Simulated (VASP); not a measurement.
# TiAl (P1) in VASP: single point with PBE

Aim: the single point of TiAl with PBE.

All numbers are computed with VASP 6.6.1; they aren't measurements. Logs are shortened: lines on timing, memory, paths and dates and some standing lists are left out, and cuts for length are marked.

## (1) The cell of the first run

The typed cell holds 20 atoms: a = 6.765 Å, b = 7.549 Å, c = 6.882 Å, α = 75.78°, β = 85.89°, γ = 75.97°.

## (2) Single point, PBE

INCAR reads:

```
SYSTEM = TiAl
  PREC = Accurate
  ENCUT = 520
  EDIFF = 1E-6
  ISMEAR = 0
  SIGMA = 0.1
  LREAL = Auto
  LASPH = .TRUE.
  NELM = 80
  ALGO = Fast
  ISIF = 2
  LWAVE = .FALSE.
  LCHARG = .FALSE.
  GGA = PE
  NBANDS = 91
  ISYM = 0
```

KPOINTS reads:

```
Automatic mesh
0
G
  3 3 3
  0 0 0
```

POSCAR reads:

```
TiAl
1.0
   -5.0141570655      4.2875154606     -1.4972117645
   -5.2325968073     -1.3946100285      5.2595185100
    1.5319502564      4.3530713930      5.1056632867
Al Ti
10 10
Direct
    0.4894448737      0.4470101129      0.9848474055
    0.1045389375      0.6501254995      0.1066113061
    0.6937743973      0.6524332838      0.1863176288
    0.8017179126      0.2463457661      0.2934534876
    0.3072429578      0.8444065073      0.3073346004
    0.4112245094      0.4471019319      0.4023357944
    0.5120068671      0.0458344222      0.5106239468
    0.9828766610      0.4528719612      0.4918111178
    0.8836824990      0.8495809096      0.4022900788
    0.1858642497      0.6478608030      0.6959819335
    0.0207551494      0.0503311609      0.0285730948
    0.5975909924      0.0470935631      0.1011232036
    0.2166729027      0.2536265727      0.2178229464
    0.0992829679      0.0432298186      0.5890283454
    0.5896390666      0.6464235418      0.5980145575
    0.7193370635      0.2433341032      0.7151387654
    0.2938207796      0.2497883735      0.7741428423
    0.8122045136      0.8646162598      0.8118627990
    0.8990387148      0.4508073202      0.9034674314
    0.3972519672      0.8559945523      0.8858164628
```

Potentials or basis: VASP PAW PBE potentials, release 64 (Al, Ti_sv).

Command:

```console
cat potpaw_PBE.64/Al/POTCAR potpaw_PBE.64/Ti_sv/POTCAR > POTCAR
mpirun -np 1 vasp_std > vasp.out
```

OUTCAR:

```text
SYSTEM = TiAl
   PREC = Accurate
   ENCUT = 520
   EDIFF = 1E-6
   ISMEAR = 0
   LREAL = Auto
   LASPH = .TRUE.
   NELM = 80
   ISIF = 2
   GGA = PE
   ISYM = 0

 ion  position               nearest neighbor table
   1  0.489  0.447  0.985-  19 2.79  13 2.80  16 2.84  10 2.84  15 2.84  12 2.85   2 2.87   6 2.88
                            17 2.89  20 2.91   3 2.93   4 2.96
   2  0.105  0.650  0.107-   3 2.79  13 2.82  18 2.84  10 2.84  11 2.86   5 2.86   1 2.87   8 2.87
                             6 2.89  19 2.91  20 2.92   9 2.94
   3  0.694  0.652  0.186-   2 2.79  12 2.81   5 2.84  19 2.84   8 2.85  18 2.85   6 2.86  15 2.86
                            20 2.86   4 2.89   9 2.89   1 2.93
   4  0.802  0.246  0.293-  11 2.75   9 2.83  13 2.83   8 2.83  14 2.85  12 2.86   6 2.86  19 2.87
                             7 2.88   3 2.89  16 2.91   1 2.96
   5  0.307  0.844  0.307-  11 2.73  15 2.75   6 2.83  14 2.83   3 2.84   2 2.86  12 2.86   9 2.89
                            10 2.89  20 2.91  13 2.92   7 2.92
   6  0.411  0.447  0.402-  13 2.75  15 2.76  17 2.79   5 2.83   7 2.86   3 2.86   4 2.86   1 2.88
                             2 2.89   8 2.91  10 2.94  16 2.97
   7  0.512  0.046  0.511-   9 2.75  17 2.78  20 2.79  14 2.81  13 2.83  12 2.83  15 2.85  18 2.86
                             6 2.86   4 2.88  16 2.92   5 2.92
   8  0.983  0.453  0.492-  16 2.80   9 2.82   4 2.83  19 2.85  15 2.85  17 2.85   3 2.85  13 2.85
                             2 2.87  10 2.88   6 2.91  14 2.92
   9  0.884  0.850  0.402-   7 2.75  12 2.81   8 2.82   4 2.83  18 2.85  14 2.85  10 2.86  11 2.86
                            15 2.86   5 2.89   3 2.89   2 2.94
  10  0.186  0.648  0.696-  15 2.76  14 2.82  19 2.82  18 2.84  17 2.84   1 2.84   2 2.84   9 2.86
                             8 2.88   5 2.89  20 2.93   6 2.94
  11  0.021  0.050  0.029-   5 2.73   4 2.75  13 2.83  20 2.85   2 2.86  19 2.86   9 2.86  12 2.88
                            17 2.89  18 2.91
  12  0.598  0.047  0.101-   3 2.81   9 2.81  18 2.82   7 2.83  13 2.84   1 2.85   4 2.86   5 2.86
                            11 2.88  16 2.88  20 2.90
  13  0.217  0.254  0.218-   6 2.75   1 2.80   2 2.82   4 2.83  14 2.83   7 2.83  11 2.83  12 2.84
                             8 2.85   5 2.92
  14  0.099  0.043  0.589-  18 2.79   7 2.81  10 2.82  17 2.83   5 2.83  13 2.83  20 2.83  16 2.84
                             4 2.85   9 2.85   8 2.92
  15  0.590  0.646  0.598-   5 2.75  10 2.76   6 2.76   1 2.84   8 2.85   7 2.85   3 2.86   9 2.86
                            16 2.88  20 2.88
  16  0.719  0.243  0.715-  18 2.70  19 2.79   8 2.80   1 2.84  14 2.84  17 2.87  12 2.88  15 2.88
                             4 2.91   7 2.92   6 2.97
  17  0.294  0.250  0.774-   7 2.78   6 2.79  20 2.80  14 2.83  10 2.84   8 2.85  16 2.87  11 2.89
                             1 2.89
  18  0.812  0.865  0.812-  16 2.70  14 2.79  12 2.82  20 2.83  10 2.84   2 2.84   9 2.85   3 2.85
                             7 2.86  11 2.91
  19  0.899  0.451  0.903-  16 2.79   1 2.79  10 2.82   3 2.84   8 2.85  11 2.86   4 2.87   2 2.91

  20  0.397  0.856  0.886-   7 2.79  17 2.80  18 2.83  14 2.83  11 2.85   3 2.86  15 2.88  12 2.90
                             5 2.91   1 2.91   2 2.92  10 2.93

IMPORTANT INFORMATION: All symmetrisations will be switched off!
NOSYMM: (Re-)initialisation of all symmetry stuff for point group C_1.

----------------------------------------------------------------------------------------

                                     Primitive cell

  volume of cell :     330.4974

  direct lattice vectors                    reciprocal lattice vectors
    -5.014157066  4.287515461 -1.497211765    -0.090819066  0.105214728 -0.062455535
    -5.232596807 -1.394610029  5.259518510    -0.085955523 -0.070520800  0.085916684
     1.531950256  4.353071393  5.105663287     0.061913461  0.103499614  0.089040428

  length of vectors
     6.765072281  7.549009302  6.882143542     0.152377609  0.140510540  0.149912124

  position of ions in fractional coordinates (direct lattice)
     0.489444874  0.447010113  0.984847405
     0.104538938  0.650125499  0.106611306
     0.693774397  0.652433284  0.186317629
     0.801717913  0.246345766  0.293453488
     0.307242958  0.844406507  0.307334600
     0.411224509  0.447101932  0.402335794
[... 12 lines left out ...]
     0.899038715  0.450807320  0.903467431
     0.397251967  0.855994552  0.885816463

  ion indices of the primitive-cell ions
   primitive index   ion index
                 1           1
                 2           2
                 3           3
                 4           4
                 5           5
                 6           6
[... 12 lines left out ...]
                19          19
                20          20

----------------------------------------------------------------------------------------

 KPOINTS: Automatic mesh

Automatic generation of k-mesh.
 Grid dimensions read from file:
 generate k-points for:    3    3    3

 Generating k-lattice:

  Cartesian coordinates                     Fractional coordinates (reciprocal lattice)
    -0.030273022  0.035071576 -0.020818512     0.333333333  0.000000000  0.000000000
    -0.028651841 -0.023506933  0.028638895     0.000000000  0.333333333  0.000000000
     0.020637820  0.034499871  0.029680143     0.000000000 -0.000000000  0.333333333

  Length of vectors
     0.050792536  0.046836847  0.049970708

  Shift w.r.t. Gamma in fractional coordinates (k-lattice)
     0.000000000  0.000000000  0.000000000

 Subroutine IBZKPT returns following result:
 ===========================================

 Found     14 irreducible k-points:

 Following reciprocal coordinates:
            Coordinates               Weight
  0.000000  0.000000  0.000000      1.000000
  0.333333 -0.000000 -0.000000      2.000000
  0.000000  0.333333  0.000000      2.000000
  0.333333  0.333333  0.000000      2.000000
 -0.333333  0.333333  0.000000      2.000000
 -0.000000  0.000000  0.333333      2.000000
  0.333333  0.000000  0.333333      2.000000
 -0.333333  0.000000  0.333333      2.000000
  0.000000  0.333333  0.333333      2.000000
  0.333333  0.333333  0.333333      2.000000
 -0.333333  0.333333  0.333333      2.000000
 -0.000000 -0.333333  0.333333      2.000000
  0.333333 -0.333333  0.333333      2.000000
 -0.333333 -0.333333  0.333333      2.000000
   k-points           NKPTS =     14   k-points in BZ     NKDIM =     14   number of bands    NBANDS=     91
   number of dos      NEDOS =    301   number of ions     NIONS =     20
   total plane-waves  NPLWV = 151200
   dimension x,y,z NGX =    50 NGY =   56 NGZ =   54
   dimension x,y,z NGXF=   100 NGYF=  112 NGZF=  108
   ions per type =              10  10
   NGX,Y,Z   is equivalent  to a cutoff of  12.29, 12.33, 13.04 a.u.
   NGXF,Y,Z  is equivalent  to a cutoff of  24.57, 24.66, 26.09 a.u.
 SYSTEM =  TiAl
   PREC   = accura    normal or accurate (medium, high low for compatibility)
   ISTART =      0    job   : 0-new  1-cont  2-samecut
   ICHARG =      2    charge: 1-file 2-atom 10-const
   ISPIN  =      1    spin polarized calculation?
   LNONCOLLINEAR =      F non collinear calculations
   LSORBIT =      F    spin-orbit coupling
   LASPH  =      T    aspherical Exc in radial PAW
   ENCUT  =  520.0 eV  38.22 Ry    6.18 a.u.  12.58 14.04 12.80*2*pi/ulx,y,z
   NELM   =     80;   NELMIN=  2; NELMDL= -5     # of ELM steps
   EDIFF  = 0.1E-05   stopping-criterion for ELM
   LREAL  =      T    real-space projection
   EDIFFG = 0.1E-04   stopping-criterion for IOM
   NSW    =      0    number of steps for IOM
   IBRION =     -1    ionic relax: 0-MD 1-quasi-New 2-CG
   NFREE  =      0    steps in history (QN), initial steepest desc. (CG)
   ISIF   =      2    stress and relaxation
   ISYM   =      0    0-nonsym 1-usesym 2-fastsym
   POTIM  = 0.5000    time-step for ionic-motion
   TEBEG  =    0.0;   TEEND  =   0.0 temperature during run
   PSTRESS=    0.0 pullay stress
   NELECT =     150.0000    total number of electrons
   NUPDOWN=      -1.0000    fix difference up-down
   EMIN   =  10.00;   EMAX   =-10.00  energy-range for DOS
   EFERMI =   0.00;   METHOD = LEGACY
   ISMEAR =     0;   SIGMA  =   0.10  broadening in eV -4-tet -1-fermi 0-gaus
   EFERMI_NEDOS =   21; number of points for ismear=-14 and -15
   IALGO  =     68    algorithm
   IMIX   =      4    mixing-type and parameters
     AMIX     =   0.40;   BMIX     =  1.00
     AMIX_MAG =   1.60;   BMIX_MAG =  1.00
  volume/ion in A,a.u.               =      16.52       111.52
  Fermi-wavevector in a.u.,A,eV,Ry     =   1.258102  2.377468 21.535585  1.582821
  Thomas-Fermi vector in A             =   2.391728
   LORBIT       =      0    0 simple, 1 ext, 2 COOP (PROOUT), +10 PAW based schemes
   GGA     = PE    functional components
   LHFCALC =     F    Hartree Fock is set to
   AEXX    =    0.0000 exact exchange contribution
   IVDW    =     0    specifies the selected vdW correction
   LEPSILON=     F    determine dielectric tensor
   LRPA    =     F    only Hartree local field effects (RPA)
 non-spin polarized calculation
 RMM-DIIS sequential band-by-band and
 Gauss-broadening in eV      SIGMA  =   0.10
  energy-cutoff  :      520.00
  volume of cell :      330.50
 maximum number of plane-waves:      8912
 NGX is ok and might be reduce to    50
   NGX = 25   NGY = 29   NGZ = 25

 number of electron     149.9999999 magnetization

 Free energy of the ion-electron system (eV)
  ---------------------------------------------------
  ext. energy  EPLUGINS =         0.00000000
  ---------------------------------------------------
  free energy    TOTEN  =      -121.18669824 eV

  energy without entropy =     -121.11543914  energy(sigma->0) =     -121.15106869

 E-fermi :   8.1961     XC(G=0): -10.9616

 val. band max:        8.1573543755   @ k =   0.0000   0.0000   0.0000
 cond. band min:       8.1995523740   @ k =   0.3333   0.3333   0.0000
 fundamental gap:      0.0421979985
 Fermi energy:         8.1960869950

 k-point     1 :       0.0000    0.0000    0.0000
  band No.  band energies     occupation
      1     -48.5575      2.00000
      2     -48.5139      2.00000
      3     -48.4643      2.00000
      4     -48.4442      2.00000
      5     -48.4336      2.00000
      6     -48.4207      2.00000
[... 79 lines left out ...]
     86       9.3320      0.00000
     87       9.4028      0.00000

 k-point     2 :       0.3333   -0.0000   -0.0000
  band No.  band energies     occupation
      1     -48.5554      2.00000
      2     -48.5138      2.00000
      3     -48.4635      2.00000
      4     -48.4504      2.00000
      5     -48.4337      2.00000
      6     -48.4216      2.00000
[... 1069 lines left out ...]
     86       9.2752      0.00000
     87       9.4447      0.00000

 k-point    14 :      -0.3333   -0.3333    0.3333
  band No.  band energies     occupation
      1     -48.5550      2.00000
      2     -48.5137      2.00000
      3     -48.4629      2.00000
      4     -48.4486      2.00000
      5     -48.4368      2.00000
      6     -48.4222      2.00000
[... 79 lines left out ...]
     86       9.2594      0.00000
     87       9.3377      0.00000
 [bands above 87 left out]

------------------------ aborting loop because EDIFF is reached ----------------------------------------

  FORCE on cell =-STRESS in cart. coord.  units (eV):
  Direction    XX          YY          ZZ          XY          YZ          ZX
  --------------------------------------------------------------------------------------
  -------------------------------------------------------------------------------------
  Total       -0.1950613     -0.2296927     -0.0762265      0.0546899      0.0086479     -0.0042777
  in kB       -0.9456133     -1.1134986     -0.3695288      0.2651242      0.0419231     -0.0207371
  external PRESSURE =      -0.8095469 kB  Pullay stress =       0.0000000 kB

 VOLUME and BASIS-vectors are now :
 -----------------------------------------------------------------------------
  energy-cutoff  :      520.00
  volume of cell :      330.50
      direct lattice vectors                 reciprocal lattice vectors
    -5.014157066  4.287515461 -1.497211765    -0.090819066  0.105214728 -0.062455535
    -5.232596807 -1.394610029  5.259518510    -0.085955523 -0.070520800  0.085916684
     1.531950256  4.353071393  5.105663287     0.061913461  0.103499614  0.089040428

 POSITION                                       TOTAL-FORCE (eV/Angst)
 -----------------------------------------------------------------------------------
     -3.28444      5.76221      6.64655         0.004489     -0.000274      0.005315
     -3.76270      0.00563      3.80715        -0.000323     -0.001375      0.001480
     -6.60718      2.87573      3.34403         0.001528      0.004739      0.007010
     -4.85941      4.37125      1.59359         0.013487     -0.009301      0.007977
     -5.48818      1.47754      5.55031         0.000660     -0.005592     -0.002822
     -3.78509      2.89100      3.79004         0.001184      0.000988      0.009174
[... 12 lines left out ...]
     -5.48275      7.15880      5.63778        -0.020706      0.013064     -0.011258
     -5.11393      4.36547      8.43003         0.009637     -0.000176      0.005956
 -----------------------------------------------------------------------------------
    total drift:                                0.003118      0.007137     -0.001275

  FREE ENERGIE OF THE ION-ELECTRON SYSTEM (eV)
  ---------------------------------------------------
  free  energy   TOTEN  =      -121.1866982390 eV

  energy  without entropy=     -121.1154391368  energy(sigma->0) =     -121.15106869
```

Wall time 24 min (1 thread of Intel Xeon 6975P-C (Granite Rapids), shared host); peak memory 0.52 GiB.

What came out:

```
Free energy            : -121.1867 eV
Pressure               : -0.1 GPa
Largest force          : 0.027 eV/Å
Band gap on the k mesh : zero (bands 75 and 76 overlap by 0.14 eV)
```

Forces in eV/Å, atoms in the order of the input:
```
Al   0.004  0.000  0.005
Al   0.000 -0.001  0.001
Al   0.002  0.005  0.007
Al   0.013 -0.009  0.008
Al   0.001 -0.006 -0.003
Al   0.001  0.001  0.009
Al  -0.010  0.003 -0.009
Al   0.002 -0.003  0.002
Al   0.000  0.000 -0.006
Al  -0.001 -0.001 -0.002
Ti  -0.010  0.002 -0.006
Ti   0.002 -0.015 -0.003
Ti  -0.002 -0.004 -0.001
Ti   0.005 -0.004  0.000
Ti   0.010  0.010 -0.007
Ti  -0.010  0.004  0.011
Ti   0.007 -0.013 -0.001
Ti  -0.004  0.019 -0.002
Ti  -0.021  0.013 -0.011
Ti   0.010  0.000  0.006
```

Levels at points of the mesh, in eV from the Fermi level:
| k point | band 73 | band 74 | band 75 | band 76 | band 77 | band 78 |
| --- | --- | --- | --- | --- | --- | --- |
| (0.00, 0.00, 0.00) | -0.31 | -0.04 | 0.09 | 0.15 | 0.32 | 0.42 |
